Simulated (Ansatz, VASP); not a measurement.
Na: VASP beside Ansatz

The input INCAR:

```
ALGO = Normal ; EDIFF = 1E-8
ENCUT = 520 ; GGA = PS
ISIF = 2 ; ISMEAR = -1
LASPH = True ; LCHARG = False
LEFG = True ; LREAL = False
LWAVE = False ; NBANDS = 10
NELM = 100 ; PREC = Accurate
SIGMA = 0.03
```

KPOINTS

```
k-points
0
Gamma
  11 11 11
```

Contents of POSCAR:

```
Na
1.0
   -2.0751500000      2.1175000000      2.1175000000
    2.1175000000     -2.0751500000      2.1175000000
    2.1175000000      2.1175000000     -2.0751500000
Na
1
Direct
    0.0000000000      0.0000000000      0.0000000000
```

Input for Ansatz:

```yaml
crystal:
  lattice:
    - [-2.07515, 2.1175, 2.1175]
    - [2.1175, -2.07515, 2.1175]
    - [2.1175, 2.1175, -2.07515]
  atoms:
    - { symbol: Na, position: [0.0, 0.0, 0.0] }
kpoints:
  mp_grid: { grid: [11, 11, 11] }
scf:
  occupations: { method: fermi_dirac, width: 0.03 }
hamiltonian:
  xc: pbesol
  pseudopotentials: { kind: all_electron, datasets: crystal }
output:
  forces: true
  stress: true
  eigenvalues: true
  efg: { contact_densities: true }
```

Change from the starting cell: equal xy, yz and zx shear strains of +2 %, crystal datasets.

Alike in both runs: task electric field gradients; functional PBEsol; k mesh 11 × 11 × 11; occupations fermi-dirac, width 0.03 eV; no spin polarisation.

|  | VASP | Ansatz |
| --- | --- | --- |
| version | VASP 6.6.1 | Ansatz 0.2.0 |
| potentials or method | VASP PAW PBE potentials, release 64 (Na_pv), cutoff 520 eV | all-electron PAW with datasets made for the crystal, scalar-relativistic |

```tsv
	VASP	Ansatz	Ansatz less VASP
pressure (GPa)	-0.3	-0.3	0.00
traceless stress, the component that is largest in VASP (GPa)	-0.13	-0.13	+0.001
size of Vzz on the site where it differs most (V/Å²)	0.2	0.2	0.00
```

VASP's potentials were made for PBE, not for PBEsol. Ansatz ran all-electron here, and VASP with PAW potentials.
